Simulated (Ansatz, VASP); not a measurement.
PtSe2: VASP beside Ansatz

INCAR

```
PREC     = Accurate       # precision mode
ENCUT    = 520            # plane-wave cutoff, eV
EDIFF    = 1E-6           # SCF threshold, eV
ISMEAR   = 0              # smearing method
SIGMA    = 0.05           # smearing width, eV
LREAL    = F              # projectors in reciprocal space
LASPH    = T              # aspherical terms in the spheres
NELM     = 80             # most SCF steps
ALGO     = Normal         # electronic algorithm
ISIF     = 2              # what is computed and relaxed
LWAVE    = F              # write WAVECAR
LCHARG   = F              # write CHGCAR
GGA      = PE             # functional
NBANDS   = 18             # bands
```

The input KPOINTS:

```
regular mesh
0
Gamma
  12 12 4
```

POSCAR

```
PtSe2
1.0
    3.7516620337      0.0000000000      0.0000000000
   -1.8758310169      3.2490346276      0.0000000000
    0.0000000000      0.0000000000      6.5268785481
Pt Se
1 2
Direct
    0.0527093650      0.0263546825     -0.0158275941
    0.3333333333      0.6666666667      0.2001869949
    0.6666666667      0.3333333333      0.7998130051
```

Input for Ansatz:

```yaml
crystal:
  lattice:
    - [3.7516620337, 0.0, 0.0]
    - [-1.8758310169, 3.2490346276, 0.0]
    - [0.0, 0.0, 6.5268785481]
  atoms:
    - { symbol: Pt, position: [0.052709365, 0.0263546825, -0.0158275941] }
    - { symbol: Se, position: [0.3333333333, 0.6666666667, 0.2001869949] }
    - { symbol: Se, position: [0.6666666667, 0.3333333333, 0.7998130051] }
basis:
  ecutwfc: 420
kpoints:
  mp_grid: { grid: [12, 12, 4] }
hamiltonian:
  xc: pbe
scf:
  occupations: { method: gaussian, width: 0.05 }
output:
  forces: true
  stress: true
  eigenvalues: true
```

Change from the starting cell: all Pt atoms moved -0.200 Å, as atom 1 towards its neighbour atom 2 (Se) at 2.530 Å.

Alike in both runs: task single point; functional PBE; k mesh 12 × 12 × 4; occupations gaussian, width 0.05 eV; no spin polarisation.

|  | VASP | Ansatz |
| --- | --- | --- |
| version | VASP 6.6.1 | Ansatz 0.2.0 |
| potentials or method | VASP PAW PBE potentials, release 64 (Pt, Se), cutoff 520 eV | scalar-relativistic, plane waves, PAW |
| valence electrons in the cell | 22 | 50 |

Ansatz gave:

| Property | Result |
| --- | --- |
| gap on the k mesh at the Fermi level (eV) | 0.75 |
| least direct gap on the mesh (eV) | 1.00 |
| pressure (GPa) | 1.7 |
| traceless stress, the component that is largest in VASP (GPa) | -1.69 |
| rms of the force components (eV/Å) | 1.337 |

**Question.** Estimate VASP's values.

**Answer.** gap on the k mesh at the Fermi level (eV): 0.74; least direct gap on the mesh (eV): 0.99; pressure (GPa): 1.7; traceless stress, the component that is largest in VASP (GPa): -1.71; rms of the force components (eV/Å): 1.344.

Atom by atom the forces differ by 0.007 eV/Å (rms over components). The functional is the same, so the differences come from potentials, cutoffs and numerics. VASP's potentials hold 22 valence electrons a cell and Ansatz's 50, so a difference there can come from the potentials and not from the codes.

Neither program's run includes spin-orbit coupling.
